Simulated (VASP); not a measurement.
AlFe: single point with PBE

AlFe:

```
CELL_PARAMETERS angstrom
6.18281 0.00000 0.00000
0.00000 6.18281 0.00000
0.00000 0.00000 3.09140
ATOMIC_POSITIONS crystal
Fe 0.00855 0.99829 0.02650
Fe 0.99435 0.50848 0.03120
Fe 0.51232 0.00629 0.02987
Fe 0.49898 0.49727 0.01544
Al 0.25730 0.25464 0.53018
Al 0.25800 0.75495 0.52101
Al 0.74875 0.24805 0.53159
Al 0.74349 0.75213 0.52814
```

* Program: VASP 6.6.1
* Task: single point
* Functional: PBE
* Potentials or basis: VASP PAW PBE potentials, release 64 (Fe, Al)
* Cutoff: 520 eV
* k mesh: 1 × 1 × 1
* Occupations: fermi-dirac, width 0.1 eV
* Spin: collinear spin, antiferromagnetic start
* Starting moments: [4.0, -4.0, -4.0, 4.0, 0.0, 0.0, 0.0, 0.0] μB
* Dipole correction: no
* Further INCAR settings: ALGO = Normal; EDIFF = 1e-06; NBANDS = 36

```
Pressure                                              : -15.0 GPa
Largest force                                         : 0.420 eV/Å
Band gap on the k mesh                                : 0.15 eV
Net moment                                            : 0.38 μB per cell
Site moments                                          : Fe +2.60, -2.63, -2.00, +2.42; Al -0.00, +0.00 μB
Valence electrons inside the program's atomic spheres : Fe 7.02, 7.01, 7.12, 7.09; Al 0.76
```

Forces on the atoms (eV/Å):
```
Fe  -0.184  0.088  0.037
Fe   0.283 -0.138 -0.056
Fe  -0.411 -0.071 -0.046
Fe   0.143  0.130  0.185
Al  -0.097 -0.096 -0.062
Al   0.028  0.010  0.028
Al   0.150  0.057 -0.050
Al   0.088  0.018 -0.037
```

Stress tensor (GPa, compression positive):
```
 16.62  -0.06  -0.01
 -0.06  17.02   0.02
 -0.01   0.02 -78.76
```

Levels at points of the mesh, in eV from the valence-band top:
Spin up:
| k point | band 18 | band 19 | band 20 | band 21 | band 22 | band 23 | band 24 | band 25 | band 26 | band 27 |
| --- | --- | --- | --- | --- | --- | --- | --- | --- | --- | --- |
| (0.00, 0.00, 0.00) | -2.10 | -0.94 | -0.81 | -0.57 | 0.00 | 0.31 | 0.34 | 0.42 | 0.45 | 0.86 |
Spin down:
```csv
k point,band 17,band 18,band 19,band 20,band 21,band 22,band 23,band 24,band 25,band 26
"(0.00, 0.00, 0.00)",-2.17,-1.94,-0.91,-0.88,-0.34,0.15,0.23,0.54,0.58,0.62
```

It took 43 s on 1 thread of Intel(R) Xeon(R) 6975P-C (Granite Rapids) (shared host), peak memory 0.25 GiB.

Caveat: the k points lie up to 2.03 Å⁻¹ apart. A k mesh can miss the band edges.
